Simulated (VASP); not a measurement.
Wanted: the native input for a VASP 6.6.1 run.

| Quantity | Value |
| --- | --- |
| Task | single point |
| Functional | PBE |
| Potentials or basis | VASP PAW PBE potentials, release 64 (Al, O) |
| Cutoff | 520 eV |
| k mesh | 6 × 6 × 6 |
| Occupations | gaussian, width 0.05 eV |
| Spin | no spin polarisation |
| Dipole correction | no |
| Further INCAR settings | ALGO = Normal; EDIFF = 1e-06; NBANDS = 35 |

The structure of Al2O3 lies in POSCAR:

```
Al2O3
1.0
    2.4644632860      1.4228585415      4.4838449026
   -2.4644632860      1.4228585415      4.4838449026
    0.0000000000     -2.8457170833      4.4838449025
Al O
4 6
Direct
    0.8521479318      0.8521479318      0.8521479318
    0.6478520682      0.6478520682      0.6478520682
    0.1478520682      0.1478520682      0.1478520682
    0.3521479318      0.3521479318      0.3521479318
    0.0561765927      0.4438234073      0.7500000000
    0.7500000000      0.0561765927      0.4438234073
    0.4438234073      0.7500000000      0.0561765927
    0.9438234073      0.5561765927      0.2500000000
    0.2500000000      0.9438234073      0.5561765927
    0.5561765927      0.2500000000      0.9438234073
```

This cell differs from its parent crystal: strain +0.025 along x and y, +0.025 along z.

The input as run:

INCAR

```
PREC     = Accurate       # precision mode
ENCUT    = 520            # plane-wave cutoff, eV
EDIFF    = 1E-6           # SCF threshold, eV
ISMEAR   = 0              # smearing method
SIGMA    = 0.05           # smearing width, eV
LREAL    = F              # projectors in reciprocal space
LASPH    = T              # aspherical terms in the spheres
NELM     = 80             # most SCF steps
ALGO     = Normal         # electronic algorithm
ISIF     = 2              # what is computed and relaxed
LWAVE    = F              # write WAVECAR
LCHARG   = T              # write CHGCAR
GGA      = PE             # functional
LELF     = T              # ELF
LVHAR    = T            
NBANDS   = 35             # bands
```

KPOINTS

```
Automatic mesh
0
Gamma
  6 6 6
```

Potentials or basis: VASP PAW PBE potentials, release 64 (Al, O).

Command:

```bash
$ cat potpaw_PBE.64/Al/POTCAR potpaw_PBE.64/O/POTCAR > POTCAR
$ mpirun -np 1 vasp_std > vasp.out
```

Results of the run:

```json
{
 "Pressure": "-14.9 GPa",
 "Largest force": "0.069 eV/Å",
 "Band gap on the k mesh": "4.96 eV"
}
```

Caveat: the cell differs from its parent crystal (strain +0.025 along x and y, +0.025 along z); the cell stands under tension.

Wall time 65 s on 1 thread of Intel(R) Xeon(R) 6975P-C (Granite Rapids), on a shared host, peak memory 0.26 GiB.
